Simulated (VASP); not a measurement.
AlN:

```
Al N
1.0
     3.11950    0.00000    0.00000
    -1.55975    2.70157    0.00000
     0.00000    0.00000    5.33910
Al N
2 2
Direct
  0.33333 0.66667 0.00152
  0.66667 0.33333 0.50152
  0.33333 0.66667 0.38348
  0.66667 0.33333 0.88348
```

* Program: VASP 6.6.1
* Task: relaxation of the atoms
* Functional: LDA
* Potentials or basis: VASP PAW LDA potentials, release 64 (Al, N)
* Cutoff: 520 eV
* k mesh: 9 × 9 × 6
* Occupations: gaussian, width 0.05 eV
* Spin: no spin polarisation

At the start: pressure -15.1 GPa; volume 11.25 Å³/atom.

Problem. How do energy, volume and symmetry change on relaxing?

Solution. Over 3 steps the energy falls by 3.5 meV/atom; space group P6_3mc (No. 186, to 0.1 Å) before and after.

The path:
| step | energy change (eV) | largest force (eV/Å) | pressure (GPa) |
| --- | --- | --- | --- |
| 1 | 0.0000 | 0.3307 | -15.13 |
| 2 | -0.0133 | 0.0802 | -15.69 |
| 3 | -0.0141 | 0.0001 | -15.83 |

Final structure:
```xyz
4
Lattice="3.1195 0.0000 0.0000 -1.5597 2.7016 0.0000 0.0000 0.0000 5.3391" Properties=species:S:1:pos:R:3 pbc="T T T"
Al    0.0000    1.8010    0.0287
Al    1.5598    0.9005    2.6982
N     0.0000    1.8010    2.0269
N     1.5598    0.9005    4.6964
```
